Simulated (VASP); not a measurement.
# ZnSe (R3m) in VASP: single point with PBE

Aim: the single point of ZnSe with PBE.

Program: VASP 6.6.1. These are calculated values, not measurements. Logs are shortened: lines on timing, memory, paths and dates and some standing lists are left out, and cuts for length are marked.

## 1. The cell of the first run

The typed cell holds 2 atoms: a = 4.050 Å, b = 4.050 Å, c = 4.054 Å, α = 60.03°, β = 90.00°, γ = 120.00°.

## 2. Single point, PBE

Contents of INCAR:

```
SYSTEM = ZnSe
PREC = Accurate
ENCUT = 520
EDIFF = 1E-6
ISMEAR = 0
SIGMA = 0.02
LREAL = .False.
LASPH = .True.
NELM = 60
ALGO = Normal
ISIF = 2
LWAVE = .False.
LCHARG = .True.
GGA = PE
LELF = .True.
LVHAR = .True.
NBANDS = 16
ISYM = 0
```

Contents of KPOINTS:

```
regular mesh
0
Gamma
  9 9 8
  0 0 0
```

Contents of POSCAR:

```
ZnSe
1.0
    4.0502457815      0.0000000000      0.0000000000
   -2.0251228907      3.5076157383      0.0000000000
    0.0000000000      2.3384104922      3.3119021249
Zn Se
1 1
Direct
    0.0000000000      0.0000000000      0.0000000000
    0.2500000000      0.5000000000      0.2500000000
```

Potentials or basis: VASP PAW PBE potentials, release 64 (Zn, Se).

Launch:

```sh
$ cat potpaw_PBE.64/Zn/POTCAR potpaw_PBE.64/Se/POTCAR > POTCAR
$ mpirun -np 1 vasp_std > vasp.out
```

OUTCAR:

```text
SYSTEM = ZnSe
   PREC = Accurate
   ENCUT = 520
   EDIFF = 1E-6
   ISMEAR = 0
   LREAL = .False.
   LASPH = .True.
   NELM = 60
   ISIF = 2
   GGA = PE
   ISYM = 0

 ion  position               nearest neighbor table
   1  0.000  0.000  0.000-   2 2.48   2 2.48   2 2.48   2 2.48
   2  0.250  0.500  0.250-   1 2.48   1 2.48   1 2.48   1 2.48

IMPORTANT INFORMATION: All symmetrisations will be switched off!
NOSYMM: (Re-)initialisation of all symmetry stuff for point group C_1.

----------------------------------------------------------------------------------------

                                     Primitive cell

  volume of cell :      47.0512

  direct lattice vectors                    reciprocal lattice vectors
     4.050245782  0.000000000  0.000000000     0.246898597  0.142546971 -0.100647097
    -2.025122891  3.507615738  0.000000000     0.000000000  0.285093943 -0.201294193
     0.000000000  2.338410492  3.311902125     0.000000000  0.000000000  0.301941290

  length of vectors
     4.050245782  4.050245781  4.054239672     0.302338212  0.348995571  0.301941290

  position of ions in fractional coordinates (direct lattice)
     0.000000000  0.000000000  0.000000000
     0.250000000  0.500000000  0.250000000

  ion indices of the primitive-cell ions
   primitive index   ion index
                 1           1
                 2           2

----------------------------------------------------------------------------------------

 KPOINTS: regular mesh

Automatic generation of k-mesh.
 Grid dimensions read from file:
 generate k-points for:    9    9    8

 Generating k-lattice:

  Cartesian coordinates                     Fractional coordinates (reciprocal lattice)
     0.027433177  0.015838552 -0.011183011     0.111111111  0.000000000 -0.000000000
     0.000000000  0.031677105 -0.022366021     0.000000000  0.111111111  0.000000000
     0.000000000  0.000000000  0.037742661     0.000000000  0.000000000  0.125000000

  Length of vectors
     0.033593135  0.038777286  0.037742661

  Shift w.r.t. Gamma in fractional coordinates (k-lattice)
     0.000000000  0.000000000  0.000000000

 -----------------------------------------------------------------------------
|                                                                             |
|           W    W    AA    RRRRR   N    N  II  N    N   GGGG   !!!           |
|           W    W   A  A   R    R  NN   N  II  NN   N  G    G  !!!           |
|           W    W  A    A  R    R  N N  N  II  N N  N  G       !!!           |
[... 65 lines left out ...]
   ENCUT  =  520.0 eV  38.22 Ry    6.18 a.u.   7.53  7.53  7.54*2*pi/ulx,y,z
   NELM   =     60;   NELMIN=  2; NELMDL= -5     # of ELM steps
   EDIFF  = 0.1E-05   stopping-criterion for ELM
   LREAL  =      F    real-space projection
   EDIFFG = 0.1E-04   stopping-criterion for IOM
   NSW    =      0    number of steps for IOM
   IBRION =     -1    ionic relax: 0-MD 1-quasi-New 2-CG
   NFREE  =      0    steps in history (QN), initial steepest desc. (CG)
   ISIF   =      2    stress and relaxation
   ISYM   =      0    0-nonsym 1-usesym 2-fastsym
   POTIM  = 0.5000    time-step for ionic-motion
   TEBEG  =    0.0;   TEEND  =   0.0 temperature during run
   PSTRESS=    0.0 pullay stress
   NELECT =      18.0000    total number of electrons
   NUPDOWN=      -1.0000    fix difference up-down
   EMIN   =  10.00;   EMAX   =-10.00  energy-range for DOS
   EFERMI =   0.00;   METHOD = LEGACY
   ISMEAR =     0;   SIGMA  =   0.02  broadening in eV -4-tet -1-fermi 0-gaus
   EFERMI_NEDOS =   21; number of points for ismear=-14 and -15
   IALGO  =     38    algorithm
   IMIX   =      4    mixing-type and parameters
     AMIX     =   0.40;   BMIX     =  1.00
     AMIX_MAG =   1.60;   BMIX_MAG =  1.00
  volume/ion in A,a.u.               =      23.53       158.76
  Fermi-wavevector in a.u.,A,eV,Ry     =   1.188435  2.245816 19.216560  1.412377
  Thomas-Fermi vector in A             =   2.324564
   LORBIT       =      0    0 simple, 1 ext, 2 COOP (PROOUT), +10 PAW based schemes
   GGA     = PE    functional components
   LHFCALC =     F    Hartree Fock is set to
   AEXX    =    0.0000 exact exchange contribution
   IVDW    =     0    specifies the selected vdW correction
   LEPSILON=     F    determine dielectric tensor
   LRPA    =     F    only Hartree local field effects (RPA)
 non-spin polarized calculation
 Gauss-broadening in eV      SIGMA  =   0.02
  energy-cutoff  :      520.00
  volume of cell :       47.05
 maximum number of plane-waves:      1296
 NGX is ok and might be reduce to    30
   NGX = 15   NGY = 15   NGZ = 15

 number of electron      18.0000018 magnetization

 Free energy of the ion-electron system (eV)
  ---------------------------------------------------
  ext. energy  EPLUGINS =         0.00000000
  ---------------------------------------------------
  free energy    TOTEN  =        -6.03274667 eV

  energy without entropy =       -6.03274667  energy(sigma->0) =       -6.03274667

 E-fermi :   1.4528     XC(G=0):  -9.1708

 val. band max:        1.3351440595   @ k =   0.0000   0.0000   0.0000
 cond. band min:       2.4914759870   @ k =   0.0000   0.0000   0.0000
 fundamental gap:      1.1563319276
 Fermi energy:         1.4527588896

 k-point     1 :       0.0000    0.0000    0.0000
  band No.  band energies     occupation
      1     -11.7181      2.00000
      2      -5.0972      2.00000
      3      -5.0971      2.00000
      4      -5.0963      2.00000
      5      -4.7565      2.00000
      6      -4.7565      2.00000
[... 433 lines left out ...]
      3      -4.9340      2.00000
      4      -4.9328      2.00000
      5      -4.7520      2.00000
      6      -4.7233      2.00000
[... 8 lines left out ...]
     15      14.1910      0.00000
     16      16.3270      0.00000

 [... further k-points ...]
[... 5 lines left out ...]
  --------------------------------------------------------------------------------------
  -------------------------------------------------------------------------------------
  Total        0.0955080      0.0959260      0.0507726     -0.0000448      0.0007139      0.0000315
  in kB        3.2522161      3.2664507      1.7288966     -0.0015253      0.0243091      0.0010741
  external PRESSURE =       2.7491878 kB  Pullay stress =       0.0000000 kB

 VOLUME and BASIS-vectors are now :
 -----------------------------------------------------------------------------
  energy-cutoff  :      520.00
  volume of cell :       47.05
      direct lattice vectors                 reciprocal lattice vectors
     4.050245782  0.000000000  0.000000000     0.246898597  0.142546971 -0.100647097
    -2.025122891  3.507615738  0.000000000     0.000000000  0.285093943 -0.201294193
     0.000000000  2.338410492  3.311902125     0.000000000  0.000000000  0.301941290

 POSITION                                       TOTAL-FORCE (eV/Angst)
 -----------------------------------------------------------------------------------
      0.00000      0.00000      0.00000        -0.000012     -0.000182     -0.008000
      0.00000      2.33841      0.82798         0.000012      0.000182      0.008000
 -----------------------------------------------------------------------------------
    total drift:                                0.000011      0.000007     -0.000029

  FREE ENERGIE OF THE ION-ELECTRON SYSTEM (eV)
  ---------------------------------------------------
  free  energy   TOTEN  =        -6.0327466736 eV

  energy  without entropy=       -6.0327466736  energy(sigma->0) =       -6.03274667
```

OSZICAR:

```text
N       E                     dE             d eps       ncg     rms          rms(c)
DAV:   1     0.871723353286E+02    0.87172E+02   -0.86914E+03 10400   0.127E+03
DAV:   2    -0.707590226821E+00   -0.87880E+02   -0.82423E+02 11744   0.252E+02
DAV:   3    -0.627713150365E+01   -0.55695E+01   -0.55483E+01 12640   0.616E+01
DAV:   4    -0.632203615060E+01   -0.44905E-01   -0.44900E-01 12704   0.595E+00
DAV:   5    -0.632225160152E+01   -0.21545E-03   -0.21545E-03 13272   0.371E-01    0.447E+00
DAV:   6    -0.605071929807E+01    0.27153E+00   -0.53243E-01 15504   0.232E+01    0.344E+00
DAV:   7    -0.603253058193E+01    0.18189E-01   -0.14986E-01 12328   0.341E+00    0.147E+00
DAV:   8    -0.603238278922E+01    0.14779E-03   -0.42395E-03 13472   0.612E-01    0.436E-01
DAV:   9    -0.603264221203E+01   -0.25942E-03   -0.10466E-03 12736   0.243E-01    0.673E-02
DAV:  10    -0.603274332385E+01   -0.10111E-03   -0.15356E-04 13608   0.940E-02    0.173E-02
DAV:  11    -0.603274535225E+01   -0.20284E-05   -0.28605E-05 12264   0.439E-02    0.490E-03
DAV:  12    -0.603274657854E+01   -0.12263E-05   -0.37373E-06 14144   0.128E-02    0.322E-03
DAV:  13    -0.603274667356E+01   -0.95019E-07   -0.58966E-07 10416   0.594E-03
   1 F= -.60327467E+01 E0= -.60327467E+01  d E =-.340205E-19
```

stdout:

```text
POSCAR found type information on POSCAR ZnSe
 POSCAR found :  2 types and       2 ions
 scaLAPACK will be used
 LDA part: xc-table for (Slater+PW92), standard interpolation
 -----------------------------------------------------------------------------
|                                                                             |
|           W    W    AA    RRRRR   N    N  II  N    N   GGGG   !!!           |
|           W    W   A  A   R    R  NN   N  II  NN   N  G    G  !!!           |
|           W    W  A    A  R    R  N N  N  II  N N  N  G       !!!           |
|           W WW W  AAAAAA  RRRRR   N  N N  II  N  N N  G  GGG   !            |
|           WW  WW  A    A  R   R   N   NN  II  N   NN  G    G                |
|           W    W  A    A  R    R  N    N  II  N    N   GGGG   !!!           |
|                                                                             |
|     Your reciprocal lattice and k-lattice belong to different lattice       |
|     classes:                                                                |
|                                                                             |
|        The reciprocal lattice is rhombohedral (trigonal),                   |
|        whereas your k-lattice is base-centered monoclinic.                  |
|                                                                             |
|     Results are often still useful ...                                      |
|                                                                             |
 -----------------------------------------------------------------------------

 POSCAR, INCAR and KPOINTS ok, starting setup
 FFT: planning ... GRIDC
 FFT: planning ... GRID_SOFT
 FFT: planning ... GRID
 WAVECAR not read
 entering main loop
```

Wall time 3 min (1 thread of Intel Xeon Platinum 8259CL at 2.50GHz (Skylake/Cascade Lake), shared host); peak memory 0.38 GiB.

What came out:

```
Free energy            : -6.0327 eV
Pressure               : 0.3 GPa
Largest force          : 0.008 eV/Å
Band gap on the k mesh : 1.16 eV, direct
```

Forces in eV/Å, atoms in the order of the input:
```
Zn   0.000  0.000 -0.008
Se   0.000  0.000  0.008
```
